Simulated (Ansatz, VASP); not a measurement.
## BaCd3Se4: VASP beside Ansatz

```xyz
8
Lattice="7.1454 0.0000 0.4687 0.0000 4.2322 0.0000 0.5312 0.0000 7.3331" Properties=species:S:1:pos:R:3 pbc="T T T"
Ba    0.2656    0.0000    3.6666
Cd    3.8383    2.1161    3.9009
Cd    0.0000    0.0000    0.0000
Cd    3.5727    2.1161    0.2344
Se    6.3807    2.1161    6.3105
Se    2.8753    0.0000    5.5726
Se    4.8013    0.0000    2.2292
Se    1.2959    2.1161    1.4914
```

Change from the starting cell: species swapped into the Ti3VS4 type (P2/m, No. 10).

Alike in both runs: functional PBE; k mesh 2 × 3 × 2; occupations gaussian, width 0.15 eV; no spin polarisation.

Ansatz relaxed the structure, and its values are those at the end. VASP's run is a single point on that final structure, the one shown.

|  | VASP | Ansatz |
| --- | --- | --- |
| version | VASP 6.6.1 | Ansatz 0.2.0 |
| potentials or method | VASP PAW PBE potentials, release 64 (Ba_sv, Cd, Se), cutoff 520 eV | scalar-relativistic, plane waves, PAW |
| valence electrons in the cell | 70 | 134 |

```csv
,VASP,Ansatz,Ansatz less VASP
gap on the k mesh at the Fermi level (eV),0.39,0.42,+0.021
least direct gap on the mesh (eV),0.45,0.46,+0.010
pressure (GPa),0.4,0.0,-0.45
rms of the force components (eV/Å),0.039,0.029,-0.0098
```

With one functional, cell and mesh, what is left measures potentials, basis and numerics. VASP's potentials hold 70 valence electrons a cell and Ansatz's 134, so a difference there can come from the potentials and not from the codes.

The k mesh is coarse, so the values compare programs but aren't converged. Neither program's run includes spin-orbit coupling.
